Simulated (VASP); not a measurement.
Wanted: the native input for a VASP 6.6.1 run.

* Task: relaxation of cell and atoms
* Functional: PBEsol-based screened hybrid with 25 % exact exchange
* Potentials or basis: VASP PAW PBE potentials, release 64 (Al, In_d)
* Cutoff: 600 eV
* k mesh: 5 × 5 × 3
* Occupations: fermi-dirac, width 0.05 eV
* Spin: no spin polarisation
* Dipole correction: no
* Grid for exact exchange (PRECFOCK): Normal
* Share of exact exchange: 0.25
* Further INCAR settings: ALGO = Normal; EDIFF = 1e-06; IBRION = 2; EDIFFG = -0.01; NSW = 60; ISIF = 3
* Screening parameter: 0.207 1/Å

The system is AlIn.

```
Al In
1.0
     3.05413    0.00000    0.00000
    -1.52707    2.64496    0.00000
     0.00000    0.00000    5.82802
Al In
1 1
Cartesian
  0.0000 0.0000 0.0000
  0.0000 0.0000 2.9140
```

These files were run (other wordings do the same):

POSCAR

```
AlIn
1.0
    3.0541300000      0.0000000000      0.0000000000
   -1.5270700000      2.6449600000      0.0000000000
    0.0000000000      0.0000000000      5.8280200000
Al In
1 1
Direct
    0.0000000000      0.0000000000      0.0000000000
    0.0000000000      0.0000000000      0.5000000000
```

INCAR.step1

```
SYSTEM = AlIn
  PREC = Accurate
  ENCUT = 600
  EDIFF = 1E-5
  ISMEAR = -1
  SIGMA = 0.05
  LREAL = .False.
  LASPH = .True.
  NELM = 100
  ALGO = Normal
  LWAVE = .True.
  LCHARG = .False.
  GGA = PE
  NBANDS = 15
```

INCAR.step2

```
SYSTEM = AlIn
  PREC = Accurate
  ENCUT = 600
  EDIFF = 1E-6
  ISMEAR = -1
  SIGMA = 0.05
  LREAL = .False.
  LASPH = .True.
  NELM = 100
  ALGO = Normal
  ISIF = 3
  LWAVE = .False.
  LCHARG = .False.
  GGA = PS
  LHFCALC = .True.
  AEXX = 0.25
  HFSCREEN = 0.207
  PRECFOCK = Normal
  IBRION = 2
  NSW = 60
  EDIFFG = -0.01
  ISTART = 1
```

KPOINTS

```
regular mesh
0
Gamma
  5 5 3
  0 0 0
```

Potentials or basis: VASP PAW PBE potentials, release 64 (Al, In_d).

Run with:

```console
$ cat potpaw_PBE.64/Al/POTCAR potpaw_PBE.64/In_d/POTCAR > POTCAR
$ cp INCAR.step1 INCAR
$ mpirun -np 1 vasp_std > vasp.out
$ cp INCAR.step2 INCAR
$ mpirun -np 1 vasp_std > vasp.out
```

It gave:

```yaml
Relaxed_volume: 22.02 Å³/atom
Relaxed_cell: a = 2.966 Å, b = 2.966 Å, c = 5.780 Å, α = 90.00°, β = 90.00°, γ = 120.00°
Space_group_after_relaxing_to_0.1_Å: P6/mmm (No. 191)
Energy_gained_by_relaxing: 23.5 meV/atom
Ionic_steps: 8
Pressure_after_relaxing: 0.0 GPa
Band_gap_on_the_k_mesh: zero (bands 8 and 9 overlap by 2.46 eV)
```

Caveat: the k points lie up to 0.49 Å⁻¹ apart in the final cell, too coarse for converged energies and pressures of a metal; the PAW data sets were made with another functional, which shifts forces and pressure a little; spin-orbit coupling is left out, which moves the levels of the heavy elements.

It took 45 min on 1 thread of Intel(R) Xeon(R) Platinum 8488C (Sapphire Rapids), with other jobs on the host, peak memory 0.29 GiB.
